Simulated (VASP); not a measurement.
## Pb: single point with r2SCAN

The system is Pb.

```
Pb
1.0
    -2.00585    2.00585    2.00585
     2.00585   -2.00585    2.00585
     2.00585    2.00585   -2.00585
Pb
1
Direct
  0.00000 0.00000 0.00000
```

This isn't the form of Pb at room conditions, which is fcc.

- Program: VASP 6.6.1
- Task: single point
- Functional: r2SCAN
- Potentials or basis: VASP PAW PBE potentials, release 64 (Pb_d)
- Cutoff: 520 eV
- k mesh: 13 × 13 × 13
- Occupations: fermi-dirac, width 0.1 eV
- Spin: no spin polarisation

| Item | Value |
| --- | --- |
| Pressure | -1.6 GPa |
| Band gap on the k mesh | zero (bands 7 and 8 overlap by 9.21 eV) |

Levels at points of the mesh, in eV from the Fermi level:
```
           k point  band 3  band 4  band 5  band 6  band 7  band 8  band 9  band 10  band 11  band 12
(0.00, 0.00, 0.00)  -17.75  -17.53  -17.53  -11.88    7.36    7.36    7.36    11.77    11.77    11.77
```

Wall time 3.7 min on 1 thread of Intel Xeon 8259CL, on a shared host, peak memory 0.19 GiB.

Caveat: the PAW data sets were made with another functional, which shifts forces and pressure a little; spin-orbit coupling is left out, which moves the levels of the heavy elements.
